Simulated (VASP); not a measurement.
# MgH6 (P-6m2) in VASP: notebook, part 2 of 2

VASP 6.6.1.

## (3) Relaxation of cell and atoms, PBE

This run uses another cell than the first one, of 7.98 Å³/atom.

INCAR

```
PREC = Accurate
ENCUT = 600
EDIFF = 1E-6
ISMEAR = 0
SIGMA = 0.1
LREAL = F
LASPH = T
NELM = 60
ALGO = Normal
ISIF = 3
LWAVE = F
LCHARG = F
GGA = PE
IBRION = 2
NSW = 90
EDIFFG = -0.04
```

KPOINTS

```
regular mesh
0
Gamma
  6 6 4
```

POSCAR

```
MgH6
1.0
    3.2227976400      0.0000000000      0.0000000000
   -1.6113988200      2.7910246300      0.0000000000
    0.0000000000      0.0000000000      6.2106931700
Mg H
1 6
Direct
    0.0000000000      0.0000000000      0.0000000000
    0.6666666700      0.3333333300      0.7122620700
    0.6666666700      0.3333333300      0.2877379300
    0.0000000000      0.0000000000      0.5000000000
    0.5230787300      0.4769212700      0.0000000000
    0.5230787300      0.0461574700      0.0000000000
    0.9538425300      0.4769212700      0.0000000000
```

Potentials or basis: VASP PAW PBE potentials, release 64 (Mg, H).

Run with:

```console
> cat potpaw_PBE.64/Mg/POTCAR potpaw_PBE.64/H/POTCAR > POTCAR
> mpirun -np 1 vasp_std > vasp.out
```

OUTCAR:

```text
PREC = Accurate
   ENCUT = 600
   EDIFF = 1E-6
   ISMEAR = 0
   LREAL = F
   LASPH = T
   NELM = 60
   ISIF = 3
   GGA = PE
   IBRION = 2
   NSW = 90
   EDIFFG = -0.04

 ion  position               nearest neighbor table
   1  0.000  0.000  0.000-   6 1.62   7 1.62   5 1.62   5 1.62   6 1.62   7 1.62
   2  0.667  0.333  0.712-
   3  0.667  0.333  0.288-
   4  0.000  0.000  0.500-
   5  0.523  0.477  0.000-   1 1.62   1 1.62
   6  0.523  0.046  0.000-   1 1.62   1 1.62
   7  0.954  0.477  0.000-   1 1.62   1 1.62

  LATTYP: Found a hexagonal cell.
 ALAT       =     3.2227976400
 C/A-ratio  =     1.9271123613

  Lattice vectors:

 A1 = (   3.2227976400,   0.0000000000,   0.0000000000)
 A2 = (  -1.6113988200,   2.7910246300,   0.0000000000)
 A3 = (   0.0000000000,   0.0000000000,   6.2106931700)

Analysis of symmetry for initial positions (statically):
=====================================================================
 Subroutine PRICEL returns:
 Original cell was already a primitive cell.

 Routine SETGRP: Setting up the symmetry group for a
 hexagonal supercell.

 Subroutine GETGRP returns: Found 12 space group operations
 (whereof 12 operations were pure point group operations)
 out of a pool of 24 trial point group operations.

The static configuration has the point symmetry D_3h.

Analysis of symmetry for dynamics (positions and initial velocities):
=====================================================================
 Subroutine PRICEL returns:
 Original cell was already a primitive cell.

 Routine SETGRP: Setting up the symmetry group for a
 hexagonal supercell.

 Subroutine GETGRP returns: Found 12 space group operations
 (whereof 12 operations were pure point group operations)
 out of a pool of 24 trial point group operations.

The dynamic configuration has the point symmetry D_3h.

 Subroutine INISYM returns: Found 12 space group operations
 (whereof 12 operations are pure point group operations),
 and found     1 'primitive' translations

----------------------------------------------------------------------------------------

                                     Primitive cell

  volume of cell :      55.8646

  direct lattice vectors                    reciprocal lattice vectors
     3.222797640  0.000000000  0.000000000     0.310289417  0.179145678  0.000000000
    -1.611398820  2.791024630  0.000000000     0.000000000  0.358291356  0.000000000
     0.000000000  0.000000000  6.210693170     0.000000000  0.000000000  0.161012623

  length of vectors
     3.222797640  3.222797642  6.210693170     0.358291356  0.358291356  0.161012623

  position of ions in fractional coordinates (direct lattice)
     0.000000000  0.000000000  0.000000000
     0.666666670  0.333333330  0.712262070
     0.666666670  0.333333330  0.287737930
     0.000000000  0.000000000  0.500000000
     0.523078730  0.476921270  0.000000000
     0.523078730  0.046157470  0.000000000
     0.953842530  0.476921270  0.000000000

  ion indices of the primitive-cell ions
   primitive index   ion index
                 1           1
                 2           2
                 3           3
                 4           4
                 5           5
                 6           6
                 7           7

----------------------------------------------------------------------------------------

[... 62 lines left out ...]
   LASPH  =      T    aspherical Exc in radial PAW
   ENCUT  =  600.0 eV  44.10 Ry    6.64 a.u.   6.44  6.44 12.40*2*pi/ulx,y,z
   NELM   =     60;   NELMIN=  2; NELMDL= -5     # of ELM steps
   EDIFF  = 0.1E-05   stopping-criterion for ELM
   LREAL  =      F    real-space projection
   EDIFFG = -.4E-01   stopping-criterion for IOM
   NSW    =     90    number of steps for IOM
   IBRION =      2    ionic relax: 0-MD 1-quasi-New 2-CG
   NFREE  =      1    steps in history (QN), initial steepest desc. (CG)
   ISIF   =      3    stress and relaxation
   ISYM   =      2    0-nonsym 1-usesym 2-fastsym
   POTIM  = 0.5000    time-step for ionic-motion
   TEBEG  =    0.0;   TEEND  =   0.0 temperature during run
   PSTRESS=    0.0 pullay stress
   NELECT =       8.0000    total number of electrons
   NUPDOWN=      -1.0000    fix difference up-down
   EMIN   =  10.00;   EMAX   =-10.00  energy-range for DOS
   EFERMI =   0.00;   METHOD = LEGACY
   ISMEAR =     0;   SIGMA  =   0.10  broadening in eV -4-tet -1-fermi 0-gaus
   EFERMI_NEDOS =   21; number of points for ismear=-14 and -15
   IALGO  =     38    algorithm
   IMIX   =      4    mixing-type and parameters
     AMIX     =   0.40;   BMIX     =  1.00
     AMIX_MAG =   1.60;   BMIX_MAG =  1.00
  volume/ion in A,a.u.               =       7.98        53.86
  Fermi-wavevector in a.u.,A,eV,Ry     =   0.856497  1.618545  9.981061  0.733587
  Thomas-Fermi vector in A             =   1.973408
   LORBIT       =      0    0 simple, 1 ext, 2 COOP (PROOUT), +10 PAW based schemes
   GGA     = PE    functional components
   LHFCALC =     F    Hartree Fock is set to
   AEXX    =    0.0000 exact exchange contribution
   IVDW    =     0    specifies the selected vdW correction
   LEPSILON=     F    determine dielectric tensor
   LRPA    =     F    only Hartree local field effects (RPA)
 conjugate gradient relaxation of ions
 non-spin polarized calculation
 Gauss-broadening in eV      SIGMA  =   0.10
  energy-cutoff  :      600.00
  volume of cell :       55.86
 maximum number of plane-waves:      1888
 NGX is ok and might be reduce to    28
   NGX = 13   NGY = 13   NGZ = 25

--------------------------------------- Ionic step        1  -------------------------------------------

 number of electron       8.0000001 magnetization

 Free energy of the ion-electron system (eV)
  ---------------------------------------------------
  ext. energy  EPLUGINS =         0.00000000
  ---------------------------------------------------
  free energy    TOTEN  =       -11.49783788 eV

  energy without entropy =      -11.47901023  energy(sigma->0) =      -11.48842405

------------------------ aborting loop because EDIFF is reached ----------------------------------------

  FORCE on cell =-STRESS in cart. coord.  units (eV):
  Direction    XX          YY          ZZ          XY          YZ          ZX
  --------------------------------------------------------------------------------------
  -------------------------------------------------------------------------------------
  Total        9.0876455      9.0876456     -4.2419965      0.0000000      0.0000000      0.0000000
  in kB      260.6304665    260.6304670   -121.6589613      0.0000000      0.0000000      0.0000000
  external PRESSURE =     133.2006574 kB  Pullay stress =       0.0000000 kB
[... 104 lines left out ...]
  FREE ENERGIE OF THE ION-ELECTRON SYSTEM (eV)
  ---------------------------------------------------
  free  energy   TOTEN  =       -13.2132932502 eV

  energy  without entropy=      -13.1984654421  energy(sigma->0) =      -13.20587935

 E-fermi :   0.2108     XC(G=0):  -8.8143

 val. band max:        0.1564319052   @ k =   0.1667   0.1667   0.0000
 cond. band min:       0.2551072766   @ k =   0.3333   0.1667   0.0000
 fundamental gap:      0.0986753714
 Fermi energy:         0.2108321553

 k-point     1 :       0.0000    0.0000    0.0000
  band No.  band energies     occupation
      1      -9.7824      2.00000
      2      -2.6589      2.00000
      3      -1.0193      2.00000
      4       0.6769      0.00000
      5       0.6769      0.00000
      6       5.2137      0.00000
      7       6.4068      0.00000
      8       6.4068      0.00000
[... 210 lines left out ...]
 k-point    21 :       0.3333    0.3333    0.5000
  band No.  band energies     occupation
      1      -5.7271      2.00000
      2      -4.5297      2.00000
      3      -3.8910      2.00000
      4      -2.4813      2.00000
      5      -0.9584      2.00000
      6       4.1510      0.00000
      7       8.0507      0.00000
      8      10.7614      0.00000

[... ionic steps 4 to 40 ...]

--------------------------------------- Ionic step       41  -------------------------------------------

 number of electron       8.0000000 magnetization

------------------------ aborting loop because EDIFF is reached ----------------------------------------
[... 77 lines left out ...]
--------------------------------------- Ionic step       43  -------------------------------------------

 number of electron       8.0000000 magnetization

 Free energy of the ion-electron system (eV)
  ---------------------------------------------------
  ext. energy  EPLUGINS =         0.00000000
  ---------------------------------------------------
  free energy    TOTEN  =       -17.63687567 eV

  energy without entropy =      -17.62484947  energy(sigma->0) =      -17.63086257

 E-fermi :  -0.1392     XC(G=0):  -8.0061

 val. band max:       -0.1574556240   @ k =   0.1667   0.1667   0.0000
 cond. band min:      -0.1073462132   @ k =   0.5000   0.0000   0.2500
 fundamental gap:      0.0501094108
 Fermi energy:        -0.1391614283

 k-point     1 :       0.0000    0.0000    0.0000
  band No.  band energies     occupation
      1      -9.8177      2.00000
      2      -5.3221      2.00000
      3      -1.8553      2.00000
      4       0.5606      0.00000
      5       0.5606      0.00000
      6       4.0242      0.00000
      7       5.1707      0.00000
      8       5.1707      0.00000
[... 252 lines left out ...]
  FREE ENERGIE OF THE ION-ELECTRON SYSTEM (eV)
  ---------------------------------------------------
  free  energy   TOTEN  =       -17.6368756674 eV

  energy  without entropy=      -17.6248494678  energy(sigma->0) =      -17.63086257

 reached required accuracy - stopping structural energy minimisation
```

Run time: 5 min. Hardware: 1 thread of Intel Xeon Platinum 8488C (Sapphire Rapids), shared host; peak memory 0.2 GiB.

Results:

| Quantity | Value |
| --- | --- |
| Free energy | -17.6369 eV |
| Relaxed volume | 8.17 Å³/atom |
| Relaxed cell | a = 4.184 Å, b = 4.184 Å, c = 3.770 Å, α = 90.00°, β = 90.00°, γ = 120.00° |
| Space group after relaxing (to 0.1 Å) | P-6m2 (No. 187) |
| Energy gained by relaxing | 877.0 meV/atom |
| Ionic steps | 43 |
| Pressure after relaxing | 0.2 GPa |
| Largest force after relaxing | 0.033 eV/Å |
| Band gap on the k mesh | zero (bands 4 and 5 overlap by 2.33 eV) |

Forces in eV/Å, atoms in the order of the input:
```
Mg   0.000  0.000  0.000
H    0.000  0.000 -0.033
H    0.000  0.000  0.033
H    0.000  0.000  0.000
H   -0.005  0.003  0.000
H    0.000 -0.005  0.000
H    0.005  0.003  0.000
```

Stress tensor (GPa, compression positive):
```
0.16 0.00 0.00
0.00 0.16 0.00
0.00 0.00 0.35
```

Step by step:
```tsv
step	energy change (eV)	largest force (eV/Å)	pressure (GPa)	volume (Å³)
1	0.0000	0.4577	13.32	55.86
3	-1.7155	0.5427	-3.91	69.40
5	-1.8746	0.6861	-7.26	75.29
7	-4.3028	0.3533	-5.69	55.06
9	-4.3453	0.4299	-3.90	52.95
11	-4.4805	0.7529	-1.14	49.37
13	-4.6167	1.2202	5.31	44.19
15	-3.8769	9.4122	39.05	37.10
17	-4.9857	0.5123	20.75	39.17
19	-5.0046	1.0830	17.97	39.71
21	-5.0619	0.5104	20.13	39.68
23	-5.3424	0.4671	15.05	42.06
25	-5.9009	1.6136	2.42	53.95
27	-5.9618	0.4138	-0.05	55.11
29	-6.0404	0.2406	-0.76	56.67
31	-6.0625	0.1660	-1.03	57.99
33	-6.0946	0.3432	0.86	55.75
35	-6.0998	0.2371	1.55	54.91
37	-6.1055	0.0815	1.45	54.81
39	-6.1275	0.0146	1.02	55.66
41	-6.1359	0.3959	-0.17	57.25
43	-6.1390	0.0327	0.22	57.16
```

Final structure:
```
Mg H
1.0
     4.18424    0.00000    0.00000
    -2.09212    3.62366    0.00000
     0.00000    0.00000    3.76983
Mg H
1 6
Direct
  0.00000 0.00000 0.00000
  0.66667 0.33333 0.60178
  0.66667 0.33333 0.39822
  0.00000 0.00000 0.50000
  0.43778 0.56222 0.00000
  0.43778 0.87555 0.00000
  0.12445 0.56222 0.00000
```

Caveat: the k points lie up to 0.42 Å⁻¹ apart in the final cell, too coarse for converged energies and pressures of a metal; a cell axis changed by over 15 % at a fixed basis, so the end point is rough.
